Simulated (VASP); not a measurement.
# Ta6HN6 (a cell with a defect) in VASP: a series of runs

The runs below take Ta6HN6 (a cell with a defect) through single point, with PBE.

Everything below comes from runs of VASP 6.6.1. Logs are shortened: lines on timing, memory, paths and dates and some standing lists are left out, and cuts for length are marked.

## (1) The cell of the first run

The cell holds a defect, 13 atoms: a = 5.226 Å, b = 5.226 Å, c = 5.845 Å, α = 90.00°, β = 90.00°, γ = 120.00°.

## (2) Single point, PBE

INCAR reads:

```
PREC = Accurate
ENCUT = 520
EDIFF = 1E-7
ISMEAR = 0
SIGMA = 0.1
LREAL = False
LASPH = True
NELM = 100
ALGO = Normal
ISIF = 2
LWAVE = False
LCHARG = True
GGA = PE
LELF = True
LVHAR = True
NBANDS = 60
```

KPOINTS reads:

```
Automatic mesh
0
Gamma
  5 5 4
  0 0 0.5
```

POSCAR reads:

```
Ta6HN6
1.0
    2.6129454195     -4.5257542241      0.0000000000
   -5.2258908391      0.0000000000      0.0000000000
    0.0000000000      0.0000000000     -5.8452938781
Ta N H
6 6 1
Direct
    0.3343334448      0.6681142317      0.2499995775
    0.3389346668      0.6629087541      0.7499995879
    0.6666979360      0.3342862245      0.2499995775
    0.6784796186      0.3386347450      0.7499995879
    0.9938593165      1.0022214987      0.4920120459
    0.9938593165      1.0022214987      0.0079871091
    1.0003470749      0.6065043081      0.4968976857
    1.0003470749      0.6065044994      0.0031014694
    0.3952240691      0.3943161050      0.5003426793
    0.3952240691      0.3943161050     -0.0003435242
    0.6040670493      0.0015542287      0.5006032307
    0.6040670493      0.0015544201     -0.0006040757
    0.1566355495     -0.0536553225      0.7499995879
```

Potentials or basis: VASP PAW PBE potentials, release 64 (Ta_pv, N, H).

Launch:

```
$ cat potpaw_PBE.64/Ta_pv/POTCAR potpaw_PBE.64/N/POTCAR potpaw_PBE.64/H/POTCAR > POTCAR
$ mpirun -np 1 vasp_std > vasp.out
```

OUTCAR:

```text
PREC = Accurate
   ENCUT = 520
   EDIFF = 1E-7
   ISMEAR = 0
   LREAL = False
   LASPH = True
   NELM = 100
   ISIF = 2
   GGA = PE

 ion  position               nearest neighbor table
   1  0.334  0.668  0.250-   7 2.16   8 2.16  11 2.17  12 2.17  10 2.18   9 2.18   2 2.92   2 2.92
                             3 3.01   3 3.02   3 3.02   6 3.30   5 3.30   6 3.33   5 3.33   6 3.36
   2  0.339  0.663  0.750-  13 2.12  10 2.14   9 2.14  11 2.17  12 2.17   7 2.21   8 2.21   1 2.92
                             1 2.92   4 2.99   4 3.00   4 3.06   6 3.33   5 3.33   6 3.35   5 3.35
   3  0.667  0.334  0.250-   7 2.16   8 2.16  10 2.17   9 2.17  12 2.17  11 2.17   4 2.92   4 2.92
                             1 3.01   1 3.02   1 3.02   6 3.30   5 3.30   5 3.34   6 3.34   5 3.36
   4  0.678  0.339  0.750-   7 2.15   8 2.15  12 2.17  11 2.17  10 2.20   9 2.20   3 2.92   3 2.92
                             2 2.99   2 3.00   2 3.06   6 3.31   5 3.31   6 3.36   5 3.36   6 3.45
   5  0.994  0.002  0.492-  13 1.83  11 2.04   9 2.07   7 2.09   6 2.83   6 3.02   3 3.30   1 3.30
                             4 3.31   2 3.33   1 3.33   3 3.34   2 3.35   3 3.36   4 3.36   1 3.36
   6  0.994  0.002  0.008-  13 1.83  12 2.04  10 2.07   8 2.09   5 2.83   5 3.02   3 3.30   1 3.30
                             4 3.31   2 3.33   1 3.33   3 3.34   2 3.35   3 3.36   4 3.36   1 3.36
   7  0.000  0.607  0.497-   5 2.09   4 2.15   3 2.16   1 2.16   2 2.21
   8  0.000  0.607  0.003-   6 2.09   4 2.15   3 2.16   1 2.16   2 2.21
   9  0.395  0.394  0.500-   5 2.07   2 2.14   3 2.17   1 2.18   4 2.20
  10  0.395  0.394  1.000-   6 2.07   2 2.14   3 2.17   1 2.18   4 2.20
  11  0.604  0.002  0.501-   5 2.04   4 2.17   3 2.17   1 2.17   2 2.17
  12  0.604  0.002  0.999-   6 2.04   4 2.17   3 2.17   1 2.17   2 2.17
  13  0.157  0.946  0.750-   6 1.83   5 1.83   2 2.12

  LATTYP: Found a hexagonal cell.
 ALAT       =     5.2258908391
 C/A-ratio  =     1.1185258280

  Lattice vectors:

 A1 = (   2.6129454195,  -4.5257542241,   0.0000000000)
 A2 = (  -5.2258908391,   0.0000000000,   0.0000000000)
 A3 = (   0.0000000000,   0.0000000000,  -5.8452938781)

Analysis of symmetry for initial positions (statically):
=====================================================================
 Subroutine PRICEL returns:
 Original cell was already a primitive cell.

 Routine SETGRP: Setting up the symmetry group for a
 hexagonal supercell.

 Subroutine GETGRP returns: Found  2 space group operations
 (whereof  1 operations were pure point group operations)
 out of a pool of 24 trial point group operations.

The static configuration has the point symmetry C_1 .
 The point group associated with its full space group is C_1h.

Analysis of symmetry for dynamics (positions and initial velocities):
=====================================================================
 Subroutine PRICEL returns:
 Original cell was already a primitive cell.

 Routine SETGRP: Setting up the symmetry group for a
 hexagonal supercell.

 Subroutine GETGRP returns: Found  2 space group operations
 (whereof  1 operations were pure point group operations)
 out of a pool of 24 trial point group operations.

The dynamic configuration has the point symmetry C_1 .
 The point group associated with its full space group is C_1h.

 Subroutine INISYM returns: Found  2 space group operations
 (whereof  1 operations are pure point group operations),
 and found     1 'primitive' translations

----------------------------------------------------------------------------------------

                                     Primitive cell

  volume of cell :     138.2476

  direct lattice vectors                    reciprocal lattice vectors
     2.612945419 -4.525754224  0.000000000     0.000000000 -0.220957646  0.000000000
    -5.225890839  0.000000000  0.000000000    -0.191354935 -0.110478823  0.000000000
     0.000000000  0.000000000 -5.845293878     0.000000000  0.000000000 -0.171077797

  length of vectors
     5.225890839  5.225890839  5.845293878     0.220957646  0.220957646  0.171077797

  position of ions in fractional coordinates (direct lattice)
     0.334333445  0.668114232  0.249999577
     0.338934667  0.662908754  0.749999588
     0.666697936  0.334286224  0.249999577
     0.678479619  0.338634745  0.749999588
     0.993859317  0.002221499  0.492012046
[... 37 lines left out ...]
    -0.038270987 -0.022095765  0.000000000     0.000000000  0.200000000  0.000000000
     0.000000000  0.000000000 -0.042769449     0.000000000  0.000000000  0.250000000

  Length of vectors
     0.044191529  0.044191529  0.042769449

  Shift w.r.t. Gamma in fractional coordinates (k-lattice)
     0.000000000  0.000000000  0.500000000

 Subroutine IBZKPT returns following result:
 ===========================================

 Found     26 irreducible k-points:

 Following reciprocal coordinates:
            Coordinates               Weight
  0.000000  0.000000  0.125000      2.000000
  0.200000  0.000000  0.125000      4.000000
  0.000000  0.200000  0.125000      4.000000
 -0.200000  0.200000  0.125000      4.000000
  0.400000  0.000000  0.125000      4.000000
  0.000000  0.400000  0.125000      4.000000
[... 16 lines left out ...]
 -0.400000  0.200000  0.375000      4.000000
  0.400000  0.200000  0.375000      4.000000
 [... further k-points ...]
   k-points           NKPTS =     26   k-points in BZ     NKDIM =     26   number of bands    NBANDS=     60
   number of dos      NEDOS =    301   number of ions     NIONS =     13
   total plane-waves  NPLWV =  76800
   dimension x,y,z NGX =    40 NGY =   40 NGZ =   48
   dimension x,y,z NGXF=    80 NGYF=   80 NGZF=   96
   ions per type =               6   6   1
   NGX,Y,Z   is equivalent  to a cutoff of  12.72, 12.72, 13.65 a.u.
   NGXF,Y,Z  is equivalent  to a cutoff of  25.45, 25.45, 27.30 a.u.
 SYSTEM =  unknown system
   PREC   = accura    normal or accurate (medium, high low for compatibility)
   ISTART =      0    job   : 0-new  1-cont  2-samecut
   ICHARG =      2    charge: 1-file 2-atom 10-const
   ISPIN  =      1    spin polarized calculation?
   LNONCOLLINEAR =      F non collinear calculations
   LSORBIT =      F    spin-orbit coupling
   LASPH  =      T    aspherical Exc in radial PAW
   ENCUT  =  520.0 eV  38.22 Ry    6.18 a.u.   9.72  9.72 10.87*2*pi/ulx,y,z
   NELM   =    100;   NELMIN=  2; NELMDL= -5     # of ELM steps
   EDIFF  = 0.1E-06   stopping-criterion for ELM
   LREAL  =      F    real-space projection
   EDIFFG = 0.1E-05   stopping-criterion for IOM
   NSW    =      0    number of steps for IOM
   IBRION =     -1    ionic relax: 0-MD 1-quasi-New 2-CG
   NFREE  =      0    steps in history (QN), initial steepest desc. (CG)
   ISIF   =      2    stress and relaxation
   ISYM   =      2    0-nonsym 1-usesym 2-fastsym
   POTIM  = 0.5000    time-step for ionic-motion
   TEBEG  =    0.0;   TEEND  =   0.0 temperature during run
   PSTRESS=    0.0 pullay stress
   NELECT =      97.0000    total number of electrons
   NUPDOWN=      -1.0000    fix difference up-down
   EMIN   =  10.00;   EMAX   =-10.00  energy-range for DOS
   EFERMI =   0.00;   METHOD = LEGACY
   ISMEAR =     0;   SIGMA  =   0.10  broadening in eV -4-tet -1-fermi 0-gaus
   EFERMI_NEDOS =   21; number of points for ismear=-14 and -15
   IALGO  =     38    algorithm
   IMIX   =      4    mixing-type and parameters
     AMIX     =   0.40;   BMIX     =  1.00
     AMIX_MAG =   1.60;   BMIX_MAG =  1.00
  volume/ion in A,a.u.               =      10.63        71.76
  Fermi-wavevector in a.u.,A,eV,Ry     =   1.454720  2.749023 28.792804  2.116211
  Thomas-Fermi vector in A             =   2.571838
   LORBIT       =      0    0 simple, 1 ext, 2 COOP (PROOUT), +10 PAW based schemes
   GGA     = PE    functional components
   LHFCALC =     F    Hartree Fock is set to
   AEXX    =    0.0000 exact exchange contribution
   IVDW    =     0    specifies the selected vdW correction
   LEPSILON=     F    determine dielectric tensor
   LRPA    =     F    only Hartree local field effects (RPA)
 non-spin polarized calculation
 Gauss-broadening in eV      SIGMA  =   0.10
  energy-cutoff  :      520.00
  volume of cell :      138.25
 maximum number of plane-waves:      3735
   NGX = 19   NGY = 19   NGZ = 21

 number of electron      97.0000004 magnetization

 Free energy of the ion-electron system (eV)
  ---------------------------------------------------
  ext. energy  EPLUGINS =         0.00000000
  ---------------------------------------------------
  free energy    TOTEN  =      -137.22209867 eV

  energy without entropy =     -137.20894326  energy(sigma->0) =     -137.21552097

 E-fermi :   8.5940     XC(G=0): -12.9920

 val. band max:        8.5931324003   @ k =   0.4000   0.0000   0.3750
 cond. band min:       8.6998824234   @ k =   0.0000   0.4000   0.3750
 fundamental gap:      0.1067500231
 Fermi energy:         8.5939561960

 k-point     1 :       0.0000    0.0000    0.1250
  band No.  band energies     occupation
      1     -28.2138      2.00000
      2     -28.0364      2.00000
      3     -28.0108      2.00000
      4     -27.9908      2.00000
      5     -27.8220      2.00000
      6     -27.8087      2.00000
[... 1501 lines left out ...]
     59      11.2537      0.00000
     60      11.3733      0.00000

 [... further k-points ...]

------------------------ aborting loop because EDIFF is reached ----------------------------------------

  FORCE on cell =-STRESS in cart. coord.  units (eV):
  Direction    XX          YY          ZZ          XY          YZ          ZX
  --------------------------------------------------------------------------------------
  -------------------------------------------------------------------------------------
  Total        4.0238119      4.9427966      5.3410597     -0.7672650      0.0000000      0.0000000
  in kB       46.6327049     57.2829892     61.8985343     -8.8919768      0.0000000      0.0000000
  external PRESSURE =      55.2714095 kB  Pullay stress =       0.0000000 kB

 VOLUME and BASIS-vectors are now :
 -----------------------------------------------------------------------------
  energy-cutoff  :      520.00
  volume of cell :      138.25
      direct lattice vectors                 reciprocal lattice vectors
     2.612945419 -4.525754224  0.000000000     0.000000000 -0.220957646  0.000000000
    -5.225890839  0.000000000  0.000000000    -0.191354935 -0.110478823  0.000000000
     0.000000000  0.000000000 -5.845293878     0.000000000  0.000000000 -0.171077797

 POSITION                                       TOTAL-FORCE (eV/Angst)
 -----------------------------------------------------------------------------------
     -2.61790     -1.51311     -1.46132         0.004134      0.101082      0.000000
     -2.57867     -1.53393     -4.38397         0.024544      0.048663      0.000000
     -0.00490     -3.01731     -1.46132        -0.002330      0.080454      0.000000
      0.00316     -3.07063     -4.38397        -0.020726      0.029779      0.000000
      2.58529     -4.49796     -2.87595         0.038840      0.119054     -0.002084
      2.58529     -4.49796     -0.04669         0.038840      0.119054      0.002084
     -3.16862     -0.00157     -2.90451         0.016305      0.096998      0.006761
     -3.16862     -0.00157     -0.01813         0.016305      0.096998     -0.006761
     -1.02795     -1.78869     -2.92465         0.021856      0.103274     -0.005084
     -1.02795     -1.78869     -5.84329         0.021856      0.103274      0.005084
      1.57027     -2.73386     -2.92617         0.016907      0.079563     -0.003923
      1.57027     -2.73386     -5.84176         0.016907      0.079563      0.003923
     -4.53621     -0.70889     -4.38397        -0.193439     -1.057758      0.000000
 -----------------------------------------------------------------------------------
    total drift:                                0.000012     -0.000396     -0.000274

  FREE ENERGIE OF THE ION-ELECTRON SYSTEM (eV)
  ---------------------------------------------------
  free  energy   TOTEN  =      -137.2220986744 eV

  energy  without entropy=     -137.2089432557  energy(sigma->0) =     -137.21552097
```

Run time: 4.6 min. Hardware: 1 thread of AMD EPYC 9R45 (Zen 5), shared host; peak memory 0.31 GiB.

What came out:

```
Free energy   : -137.2221 eV
Pressure      : 5.5 GPa
Largest force : 1.075 eV/Å
```

Forces on the atoms (eV/Å):
```
Ta   0.004  0.101  0.000
Ta   0.025  0.049  0.000
Ta  -0.002  0.080  0.000
Ta  -0.021  0.030  0.000
Ta   0.039  0.119 -0.002
Ta   0.039  0.119  0.002
N    0.016  0.097  0.007
N    0.016  0.097 -0.007
N    0.022  0.103 -0.005
N    0.022  0.103  0.005
N    0.017  0.080 -0.004
N    0.017  0.080  0.004
H   -0.193 -1.058  0.000
```

Caveat: spin-orbit coupling is left out, which moves the levels of the heavy elements.

## (3) Single point, PBE

INCAR reads:

```
SYSTEM = Ta6HN6
PREC = Accurate ; ENCUT = 520
EDIFF = 1E-6 ; ISMEAR = 0
SIGMA = 0.1 ; LREAL = .FALSE.
LASPH = .TRUE. ; NELM = 80
ALGO = Normal ; ISIF = 2
LWAVE = .FALSE. ; LCHARG = .FALSE.
GGA = PE ; NBANDS = 60
```

KPOINTS is that of step 2.

POSCAR reads:

```
Ta6HN6
1.0
    2.6129454195     -4.5257542241      0.0000000000
   -5.2258908391      0.0000000000      0.0000000000
    0.0000000000      0.0000000000     -5.8452938781
Ta N H
6 6 1
Direct
    0.3342010912      0.6685943733      0.2499995775
    0.3367752477      0.6631063387      0.7499995879
    0.6668477453      0.3351458757      0.2499995775
    0.6749597633      0.3359942019      0.7499995879
    0.9953474663      1.0062220518      0.4906357250
    0.9953474663      1.0062222432      0.0093634300
    1.0001899741      0.6064845036      0.4956388952
    1.0001899741      0.6064845036      0.0043602598
    0.3962705245      0.3959315867      0.5007219587
    0.3962705245      0.3959315867     -0.0007228037
    0.6030177214      0.0017970894      0.5005125595
    0.6030177214      0.0017970894     -0.0005134045
    0.0786028101     -0.1047496330      0.7499995879
```

Potentials or basis: VASP PAW PBE potentials, release 64 (Ta_pv, N, H).

Launch:

```
$ cat potpaw_PBE.64/Ta_pv/POTCAR potpaw_PBE.64/N/POTCAR potpaw_PBE.64/H/POTCAR > POTCAR
$ mpirun -np 1 vasp_std > vasp.out
```

Wall time 3.9 min (1 thread of AMD EPYC 9R45 (Zen 5), shared host); peak memory 0.3 GiB.

Results (log left out):

```yaml
Free_energy: -136.7915 eV
Pressure: 6.4 GPa
Largest_force: 1.100 eV/Å
```

Forces in eV/Å, atoms in the order of the input:
```
Ta   0.005  0.097  0.000
Ta   0.047 -0.004  0.000
Ta  -0.017  0.063  0.000
Ta  -0.030  0.001  0.000
Ta   0.006  0.172  0.034
Ta   0.006  0.172 -0.034
N    0.011  0.091  0.035
N    0.011  0.091 -0.035
N    0.033  0.109 -0.003
N    0.033  0.109  0.003
N   -0.014  0.098  0.006
N   -0.014  0.098 -0.006
H   -0.076 -1.097  0.000
```

Stress tensor (GPa, compression positive):
```
 5.65 -0.85  0.00
-0.85  5.34  0.00
 0.00  0.00  8.25
```

Levels at points of the mesh, in eV from the Fermi level:
```
           k point  band 44  band 45  band 46  band 47  band 48  band 49  band 50  band 51  band 52  band 53
(0.00, 0.00, 0.12)    -3.31    -3.13    -2.32    -1.57    -1.43     0.23     0.54     0.60     1.38     1.48
```

Caveat: spin-orbit coupling is left out, which moves the levels of the heavy elements.
